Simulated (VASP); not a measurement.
Set up this calculation in VASP 6.6.1, as the native input.

| Property | Result |
| --- | --- |
| Task | single point |
| Functional | PBEsol |
| Potentials or basis | VASP PAW PBE potentials, release 64 (Mo_sv, S) |
| Cutoff | 520 eV |
| k mesh | 10 × 10 × 10 |
| Occupations | gaussian, width 0.05 eV |
| Spin | collinear spin, ferromagnetic start |
| Starting moments | [0.05, 0.0] μB |
| Dipole correction | no |
| Further INCAR settings | ALGO = Normal; EDIFF = 1e-07; NBANDS = 21 |

The structure of MoS lies in POSCAR:

```
MoS
1.0
    2.9889142726      0.0000000000      0.0000000000
    0.0000000000      2.9889142726      0.0000000000
    0.0000000000      0.0000000000      2.9889142726
Mo S
1 1
Direct
    0.0000000000      0.0000000000      0.0000000000
    0.5000000000      0.5000000000      0.5000000000
```

This cell differs from its parent crystal: volume scaled by 1.020.

One way to write it, as run:

INCAR

```
SYSTEM = MoS
ALGO = Normal
EDIFF = 1E-7
ENCUT = 520
GGA = PS
ISIF = 2
ISMEAR = 0
ISPIN = 2
LASPH = .TRUE.
LCHARG = .FALSE.
LMAXMIX = 4
LORBIT = 11
LREAL = .FALSE.
LWAVE = .FALSE.
MAGMOM = 0.05 0
NBANDS = 21
NELM = 150
PREC = Accurate
SIGMA = 0.05
```

KPOINTS

```
k-points
0
G
  10 10 10
  0 0 0
```

Potentials or basis: VASP PAW PBE potentials, release 64 (Mo_sv, S).

Command:

```sh
$ cat potpaw_PBE.64/Mo_sv/POTCAR potpaw_PBE.64/S/POTCAR > POTCAR
$ mpirun -np 1 vasp_std > vasp.out
```

It gave:

```
Pressure                                              : -4.1 GPa
Band gap on the k mesh                                : zero (filled and empty bands overlap)
Net moment                                            : 0.00 μB per cell
Valence electrons inside the program's atomic spheres : Mo 12.49; S 3.61
```

Caveat: the PAW data sets were made with another functional, which shifts forces and pressure a little.

It took 22 s on 1 thread of Intel(R) Xeon(R) Platinum 8559C (Emerald Rapids) (shared host), peak memory 0.18 GiB.
